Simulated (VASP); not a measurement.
Input of a VASP 6.6.1 run:

INCAR

```
SYSTEM = KI
ALGO = Normal ; EDIFF = 1E-6
ENCUT = 520 ; GGA = PE
ISIF = 2 ; ISMEAR = 0
LASPH = .True. ; LCHARG = .True.
LELF = .True. ; LREAL = .False.
LVHAR = .True. ; LWAVE = .False.
NBANDS = 15 ; NELM = 100
PREC = Accurate ; SIGMA = 0.05
```

KPOINTS

```
k-points
0
Gamma
  6 6 6
  0 0 0
```

POSCAR

```
KI
1.0
    0.0000000000      3.5245500000      3.3835680000
    3.5245500000      0.0000000000      3.3835680000
    3.5245500000      3.5245500000      0.0000000000
K I
1 1
Direct
    0.0000000000      0.0000000000      0.0000000000
    0.5000000000      0.5000000000      0.5000000000
```

Potentials or basis: VASP PAW PBE potentials, release 64 (K_sv, I).

Launch:

```sh
$ cat potpaw_PBE.64/K_sv/POTCAR potpaw_PBE.64/I/POTCAR > POTCAR
$ mpirun -np 1 vasp_std > vasp.out
```

(1) Estimate the band gap on the k mesh.

(2) What does it give for the pressure?

Results:

(1) 4.06 eV, direct.

(2) 1.4 GPa.

Caveat: the cell differs from its parent crystal (strain -0.0400 x Voigt [0, 0, 1, 0, 0, 0]); spin-orbit coupling is left out, which moves the levels of the heavy elements.
